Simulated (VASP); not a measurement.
# Si3N4 (P6_3/m) in VASP: notebook, part 2 of 2

VASP 6.6.1. The steps go on from the part before.

### 3 Single point, r2SCAN (epitaxial xy strain +3.0%)

File POSCAR:

```
Si3N4
1.0
    7.8338339775      0.0000000000      0.0000000000
   -3.9169169887      6.7842992335      0.0000000000
    0.0000000000      0.0000000000      2.8768957944
Si N
6 8
Direct
    0.2286416020      0.8213925441      0.7500000000
    0.4072490579      0.2286416020      0.2500000000
    0.8213925441      0.5927509421      0.2500000000
    0.1786074559      0.4072490579      0.7500000000
    0.5927509421      0.7713583980      0.7500000000
    0.7713583980      0.1786074559      0.2500000000
    0.3333333333      0.6666666667      0.7500000000
    0.6666666667      0.3333333333      0.2500000000
    0.9683164804      0.6690658841      0.7500000000
    0.2992505963      0.9683164804      0.2500000000
    0.6690658841      0.7007494037      0.2500000000
    0.3309341159      0.2992505963      0.7500000000
    0.0316835196      0.3309341159      0.2500000000
    0.7007494037      0.0316835196      0.7500000000
```

File INCAR.step1:

```
ALGO = Normal
EDIFF = 1E-4
ENCUT = 520
GGA = PE
ISMEAR = 0
LASPH = T
LCHARG = F
LREAL = F
LWAVE = T
NBANDS = 45
NELM = 80
PREC = Accurate
SIGMA = 0.01
```

File INCAR.step2:

```
ALGO = Normal
EDIFF = 1E-6
ENCUT = 520
ISIF = 2
ISMEAR = 0
ISTART = 1
LASPH = T
LCHARG = T
LELF = T
LMIXTAU = T
LREAL = F
LVHAR = T
LWAVE = F
METAGGA = R2SCAN
NBANDS = 45
NELM = 80
PREC = Accurate
SIGMA = 0.01
```

File KPOINTS:

```
k-points
0
Gamma
  6 6 8
```

Potentials or basis: VASP PAW PBE potentials, release 64 (Si, N).

Started as:

```
$ cat potpaw_PBE.64/Si/POTCAR potpaw_PBE.64/N/POTCAR > POTCAR
$ cp INCAR.step1 INCAR
$ mpirun -np 1 vasp_std > vasp.out
$ cp INCAR.step2 INCAR
$ mpirun -np 1 vasp_std > vasp.out
```

OUTCAR:

```text
EDIFF = 1E-6
   ENCUT = 520
   ISIF = 2
   ISMEAR = 0
   ISTART = 1
   LASPH = T
   LREAL = F
   METAGGA = R2SCAN
   NELM = 80
   PREC = Accurate

 ion  position               nearest neighbor table
   1  0.229  0.821  0.750-  10 1.75  10 1.75   7 1.77   9 1.77   4 3.07   5 3.07   2 3.12   2 3.12
                             3 3.12   3 3.12
   2  0.407  0.229  0.250-  12 1.75  12 1.75   8 1.77  10 1.77   6 3.07   3 3.07   1 3.12   1 3.12
                             4 3.12   4 3.12
   3  0.821  0.593  0.250-   9 1.75   9 1.75   8 1.77  11 1.77   6 3.07   2 3.07   5 3.12   5 3.12
                             1 3.12   1 3.12
   4  0.179  0.407  0.750-  13 1.75  13 1.75   7 1.77  12 1.77   1 3.07   5 3.07   2 3.12   2 3.12
                             6 3.12   6 3.12
   5  0.593  0.771  0.750-  11 1.75  11 1.75   7 1.77  14 1.77   1 3.07   4 3.07   6 3.12   6 3.12
                             3 3.12   3 3.12
   6  0.771  0.179  0.250-  14 1.75  14 1.75   8 1.77  13 1.77   3 3.07   2 3.07   5 3.12   5 3.12
                             4 3.12   4 3.12
   7  0.333  0.667  0.750-   1 1.77   4 1.77   5 1.77
   8  0.667  0.333  0.250-   6 1.77   3 1.77   2 1.77
   9  0.968  0.669  0.750-   3 1.75   3 1.75   1 1.77
  10  0.299  0.968  0.250-   1 1.75   1 1.75   2 1.77
  11  0.669  0.701  0.250-   5 1.75   5 1.75   3 1.77
  12  0.331  0.299  0.750-   2 1.75   2 1.75   4 1.77
  13  0.032  0.331  0.250-   4 1.75   4 1.75   6 1.77
  14  0.701  0.032  0.750-   6 1.75   6 1.75   5 1.77

  LATTYP: Found a hexagonal cell.
 ALAT       =     7.8338339775
 C/A-ratio  =     0.3672398219

  Lattice vectors:

 A1 = (   7.8338339775,   0.0000000000,   0.0000000000)
 A2 = (  -3.9169169887,   6.7842992335,   0.0000000000)
 A3 = (   0.0000000000,   0.0000000000,   2.8768957944)

Analysis of symmetry for initial positions (statically):
=====================================================================
 Subroutine PRICEL returns:
 Original cell was already a primitive cell.

 Routine SETGRP: Setting up the symmetry group for a
 hexagonal supercell.

 Subroutine GETGRP returns: Found 12 space group operations
 (whereof  6 operations were pure point group operations)
 out of a pool of 24 trial point group operations.

The static configuration has the point symmetry S_6 .
 The point group associated with its full space group is C_6h.

Analysis of symmetry for dynamics (positions and initial velocities):
=====================================================================
 Subroutine PRICEL returns:
 Original cell was already a primitive cell.

 Routine SETGRP: Setting up the symmetry group for a
 hexagonal supercell.

 Subroutine GETGRP returns: Found 12 space group operations
 (whereof  6 operations were pure point group operations)
 out of a pool of 24 trial point group operations.

The dynamic configuration has the point symmetry S_6 .
 The point group associated with its full space group is C_6h.

 Subroutine INISYM returns: Found 12 space group operations
 (whereof  6 operations are pure point group operations),
 and found     1 'primitive' translations

----------------------------------------------------------------------------------------

[... 97 lines left out ...]
 [... further k-points ...]
   k-points           NKPTS =     40   k-points in BZ     NKDIM =     40   number of bands    NBANDS=     45
   number of dos      NEDOS =    301   number of ions     NIONS =     14
   total plane-waves  NPLWV =  86400
   dimension x,y,z NGX =    60 NGY =   60 NGZ =   24
   dimension x,y,z NGXF=   120 NGYF=  120 NGZF=   48
   ions per type =               6   8
   NGX,Y,Z   is equivalent  to a cutoff of  12.73, 12.73, 13.87 a.u.
   NGXF,Y,Z  is equivalent  to a cutoff of  25.47, 25.47, 27.74 a.u.
 SYSTEM =  unknown system
   PREC   = accura    normal or accurate (medium, high low for compatibility)
   ISTART =      1    job   : 0-new  1-cont  2-samecut
   ICHARG =      0    charge: 1-file 2-atom 10-const
   ISPIN  =      1    spin polarized calculation?
   LNONCOLLINEAR =      F non collinear calculations
   LSORBIT =      F    spin-orbit coupling
   LASPH  =      T    aspherical Exc in radial PAW
   ENCUT  =  520.0 eV  38.22 Ry    6.18 a.u.  14.57 14.57  5.35*2*pi/ulx,y,z
   NELM   =     80;   NELMIN=  2; NELMDL=  0     # of ELM steps
   EDIFF  = 0.1E-05   stopping-criterion for ELM
   LREAL  =      F    real-space projection
[... 7 lines left out ...]
   TEBEG  =    0.0;   TEEND  =   0.0 temperature during run
   PSTRESS=    0.0 pullay stress
   NELECT =      64.0000    total number of electrons
   NUPDOWN=      -1.0000    fix difference up-down
   EMIN   =  10.00;   EMAX   =-10.00  energy-range for DOS
   EFERMI =   0.00;   METHOD = LEGACY
   ISMEAR =     0;   SIGMA  =   0.01  broadening in eV -4-tet -1-fermi 0-gaus
   EFERMI_NEDOS =   21; number of points for ismear=-14 and -15
   IALGO  =     38    algorithm
   IMIX   =      4    mixing-type and parameters
     AMIX     =   0.40;   BMIX     =  1.00
     AMIX_MAG =   1.60;   BMIX_MAG =  1.00
  volume/ion in A,a.u.               =      10.92        73.70
  Fermi-wavevector in a.u.,A,eV,Ry     =   1.224617  2.314191 20.404482  1.499687
  Thomas-Fermi vector in A             =   2.359685
   LORBIT       =      0    0 simple, 1 ext, 2 COOP (PROOUT), +10 PAW based schemes
   METAGGA = R2SCAN    functional components
   LHFCALC =     F    Hartree Fock is set to
   AEXX    =    0.0000 exact exchange contribution
   IVDW    =     0    specifies the selected vdW correction
   LEPSILON=     F    determine dielectric tensor
   LRPA    =     F    only Hartree local field effects (RPA)
 non-spin polarized calculation
 Gauss-broadening in eV      SIGMA  =   0.01
  energy-cutoff  :      520.00
  volume of cell :      152.90
 maximum number of plane-waves:      4169
 NGX is ok and might be reduce to    60
   NGX = 29   NGY = 29   NGZ = 11

 number of electron      63.9999995 magnetization

 Free energy of the ion-electron system (eV)
  ---------------------------------------------------
  ext. energy  EPLUGINS =         0.00000000
  ---------------------------------------------------
  free energy    TOTEN  =      -143.70238346 eV

  energy without entropy =     -143.70238346  energy(sigma->0) =     -143.70238346

 E-fermi :   6.1610     XC(G=0): -11.1360

 val. band max:        6.0441899162   @ k =   0.0000   0.0000   0.0000
 cond. band min:      10.8002259975   @ k =   0.5000  -0.0000   0.3750
 fundamental gap:      4.7560360813
 Fermi energy:         6.1609692048

 k-point     1 :       0.0000    0.0000    0.0000
  band No.  band energies     occupation
      1     -12.7692      2.00000
      2     -11.4581      2.00000
      3     -11.4581      2.00000
      4     -10.7716      2.00000
      5     -10.6994      2.00000
      6     -10.6994      2.00000
[... 1117 lines left out ...]
     43      15.0239      0.00000
     44      15.0239      0.00000

 [... further k-points ...]

 [bands above 44 left out]

------------------------ aborting loop because EDIFF is reached ----------------------------------------

  FORCE on cell =-STRESS in cart. coord.  units (eV):
  Direction    XX          YY          ZZ          XY          YZ          ZX
  --------------------------------------------------------------------------------------
  -------------------------------------------------------------------------------------
  Total      -15.8733953    -15.8733953     -0.1223109      0.0000003     -0.0000000      0.0000000
  in kB     -166.3324271   -166.3324271     -1.2816588      0.0000032     -0.0000000      0.0000000
  external PRESSURE =    -111.3155043 kB  Pullay stress =       0.0000000 kB

 VOLUME and BASIS-vectors are now :
 -----------------------------------------------------------------------------
  energy-cutoff  :      520.00
  volume of cell :      152.90
      direct lattice vectors                 reciprocal lattice vectors
     7.833833978  0.000000000  0.000000000     0.127651416  0.073699579  0.000000000
    -3.916916989  6.784299233  0.000000000     0.000000000  0.147399159  0.000000000
     0.000000000  0.000000000  2.876895794     0.000000000  0.000000000  0.347596879

 POSITION                                       TOTAL-FORCE (eV/Angst)
 -----------------------------------------------------------------------------------
     -1.42619      5.57257      2.15767        -0.004529      0.001324     -0.000000
      2.29475      1.55117      0.71922        -0.003411     -0.003260     -0.000000
      4.11290      4.02140      0.71922        -0.001118      0.004584     -0.000000
     -0.19598      2.76290      2.15767         0.001118     -0.004584     -0.000000
      1.62217      5.23313      2.15767         0.003411      0.003260     -0.000000
      5.34310      1.21173      0.71922         0.004529     -0.001324     -0.000000
     -0.00000      4.52287      2.15767        -0.000000      0.000000      0.000000
      3.91692      2.26143      0.71922        -0.000000      0.000000      0.000000
      4.96496      4.53914      2.15767         0.002394      0.001584     -0.000000
     -1.44854      6.56935      0.71922        -0.000175      0.002865     -0.000000
      2.49657      4.75409      0.71922         0.002568     -0.001281      0.000000
      1.42034      2.03021      2.15767        -0.002568      0.001281     -0.000000
     -1.04804      2.24516      0.71922        -0.002394     -0.001584      0.000000
      5.36545      0.21495      2.15767         0.000175     -0.002865      0.000000
 -----------------------------------------------------------------------------------
    total drift:                                0.000000      0.000000      0.000000

  FREE ENERGIE OF THE ION-ELECTRON SYSTEM (eV)
  ---------------------------------------------------
  free  energy   TOTEN  =      -143.7023834605 eV

  energy  without entropy=     -143.7023834605  energy(sigma->0) =     -143.70238346
```

Wall time 9.1 min (1 thread of Intel Xeon Platinum 8488C (Sapphire Rapids), shared host); peak memory 0.42 GiB.

Results:

| Quantity | Value |
| --- | --- |
| Free energy | -143.7024 eV |
| Pressure | -11.1 GPa |
| Largest force | 0.005 eV/Å |
| Band gap on the k mesh | 4.76 eV (least direct gap 4.90 eV) |

Forces in eV/Å, atoms in the order of the input:
```
Si  -0.005  0.001  0.000
Si  -0.003 -0.003  0.000
Si  -0.001  0.005  0.000
Si   0.001 -0.005  0.000
Si   0.003  0.003  0.000
Si   0.005 -0.001  0.000
N    0.000  0.000  0.000
N    0.000  0.000  0.000
N    0.002  0.002  0.000
N    0.000  0.003  0.000
N    0.003 -0.001  0.000
N   -0.003  0.001  0.000
N   -0.002 -0.002  0.000
N    0.000 -0.003  0.000
```

Stress tensor (GPa, compression positive):
```
-16.63   0.00   0.00
  0.00 -16.63   0.00
  0.00   0.00  -0.13
```

Caveat: the cell differs from its parent crystal (epitaxial xy strain +3.0%); the cell stands under tension; the PAW data sets were made with another functional, which shifts forces and pressure a little. A k mesh can miss the band edges.
